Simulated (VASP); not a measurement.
Input of a VASP 6.6.1 run:

INCAR

```
SYSTEM = Al2Cu
PREC = Accurate ; ENCUT = 520
EDIFF = 1E-7 ; ISMEAR = 0
SIGMA = 0.15 ; LREAL = .FALSE.
LASPH = .TRUE. ; NELM = 100
ALGO = Fast ; ISIF = 2
LWAVE = .FALSE. ; LCHARG = .TRUE.
GGA = PS ; LELF = .TRUE.
LVHAR = .TRUE. ; NBANDS = 16
```

Contents of KPOINTS:

```
regular mesh
0
G
  10 10 14
  0 0 0
```

The input POSCAR:

```
Al2Cu
1.0
    4.1317889166      0.0000000000      0.0000000000
    0.0000000000      4.1317889166      0.0000000000
    0.0000000000      0.0000000000      2.7795850418
Al Cu
2 1
Direct
    0.5074638706      0.0000000000      0.5000000000
   -0.1089562558      0.5000000000      0.5000000000
    0.0430935180      0.0000000000      0.0000000000
```

Potentials or basis: VASP PAW PBE potentials, release 64 (Al, Cu).

Launch:

```sh
$ cat potpaw_PBE.64/Al/POTCAR potpaw_PBE.64/Cu/POTCAR > POTCAR
$ mpirun -np 1 vasp_std > vasp.out
```

(1) What does it give for the pressure?

(2) Estimate the largest force.

Answers

(1) 3.1 GPa.

(2) 1.104 eV/Å.

Caveat: the cell differs from its parent crystal (mode 4 frozen in at -0.445 Å, strain +e along z and -e/2 along x and y -0.0233); the PAW data sets were made with another functional, which shifts forces and pressure a little.
